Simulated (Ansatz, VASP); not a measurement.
**Two plane-wave programs on Pb**

File INCAR:

```
AGGAC = 1.0 ; AGGAX = 1.0
ALDAC = 0.0 ; ALDAX = 1.0
ALGO = Normal ; EDIFF = 1E-6
ENCUT = 520 ; GGA = B5
ISIF = 2 ; ISMEAR = -1
LASPH = T ; LCHARG = T
LELF = T ; LREAL = F
LVHAR = T ; LWAVE = F
NBANDS = 28 ; NELM = 60
PREC = Accurate ; SIGMA = 0.1
```

The input KPOINTS:

```
k-points
0
Gamma
  7 7 10
```

Contents of POSCAR:

```
Pb
1.0
    5.9700944888      0.0000000000      0.0000000000
   -2.9850472444      5.1702534902      0.0000000000
    0.0000000000      0.0000000000      3.5515995102
Pb
3
Direct
    0.0000000000      1.0000000000      0.0000000000
    0.3333333333      0.6666666667      0.5000000000
    0.6666666667      0.3333333333      0.5000000000
```

Input for Ansatz:

```yaml
crystal:
  lattice:
    - [5.9700944888, 0.0, 0.0]
    - [-2.9850472444, 5.1702534902, 0.0]
    - [0.0, 0.0, 3.5515995102]
  atoms:
    - { symbol: Pb, position: [0.0, 1.0, 0.0] }
    - { symbol: Pb, position: [0.3333333333, 0.6666666667, 0.5] }
    - { symbol: Pb, position: [0.6666666667, 0.3333333333, 0.5] }
hamiltonian:
  xc: blyp
  pseudopotentials:
    kind: paw
    azcp:
      Pb: "pseudopotentials/Pb.paw.azcp"
basis:
  ecutwfc: 420
  fft_grid_basis: typed
kpoints:
  mp_grid: { grid: [7, 7, 10], shift: [0, 0, 0] }
magnetization:
  spin_polarized: false
scf:
  occupations: { method: fermi_dirac, width: 0.1 }
  lower_state_search: "off"
output:
  stress: true
```

Alike in both runs: task single point; functional BLYP; k mesh 7 × 7 × 10; occupations fermi-dirac, width 0.1 eV; no spin polarisation.

|  | VASP | Ansatz |
| --- | --- | --- |
| version | VASP 6.6.1 | Ansatz 0.2.0 |
| potentials or method | VASP PAW PBE potentials, release 64 (Pb_d), cutoff 520 eV | plane waves (420 eV) with PAW, scalar-relativistic |
| valence electrons in the cell | 42 | 42 |

```csv
,VASP,Ansatz,Ansatz less VASP
pressure (GPa),-1.1,-1.1,-0.02
"traceless stress, the component that is largest in VASP (GPa)",-0.43,-0.43,0.000
```

VASP's potentials were made for PBE, not for BLYP.

Neither program's run includes spin-orbit coupling.
